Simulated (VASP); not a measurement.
A run of VASP 6.6.1:

POSCAR

```
ZrC
1.0
    0.0000000000      2.3650000000      2.3650000000
    2.3650000000      0.0000000000      2.3650000000
    2.3650000000      2.3650000000      0.0000000000
Zr C
1 1
Direct
    0.5000000000      0.5000000000      0.5000000000
    0.0000000000      0.0000000000      0.0000000000
```

Contents of INCAR.step1:

```
ALGO = Normal ; EDIFF = 1E-6
ENCUT = 520 ; GGA = PE
ISIF = 2 ; ISMEAR = -1
ISPIN = 2 ; LASPH = True
LCHARG = True ; LMAXMIX = 4
LREAL = False ; LWAVE = False
MAGMOM = 1 0 ; NBANDS = 19
NELM = 150 ; PREC = Accurate
SIGMA = 0.05
```

The input KPOINTS.step1:

```
k-points
0
Gamma
  12 12 12
```

Contents of INCAR.step2:

```
ALGO = Normal ; EDIFF = 1E-6
ENCUT = 520 ; GGA = PE
ICHARG = 11 ; ISIF = 2
ISMEAR = -5 ; ISPIN = 2
LASPH = True ; LCHARG = False
LMAXMIX = 4 ; LORBIT = 11
LREAL = False ; LWAVE = False
MAGMOM = 1 0 ; NEDOS = 2001
NELM = 150 ; PREC = Accurate
SIGMA = 0.05
```

KPOINTS.step2

```
k-points
0
Gamma
  18 18 18
```

Potentials or basis: VASP PAW PBE potentials, release 64 (Zr_sv, C).

Run with:

```bash
$ cat potpaw_PBE.64/Zr_sv/POTCAR potpaw_PBE.64/C/POTCAR > POTCAR
$ cp INCAR.step1 INCAR
$ cp KPOINTS.step1 KPOINTS
$ mpirun -np 1 vasp_std > vasp.out
$ cp INCAR.step2 INCAR
$ cp KPOINTS.step2 KPOINTS
$ mpirun -np 1 vasp_std > vasp.out
```

Hardware: 1 thread of AMD EPYC 7R13, with other jobs on the host.

Q: How long does it take, and how much memory?

A: Run time: 4.5 min on 1 thread of AMD EPYC 7R13, on a shared host, peak memory 0.22 GiB. Counts: k points 195.
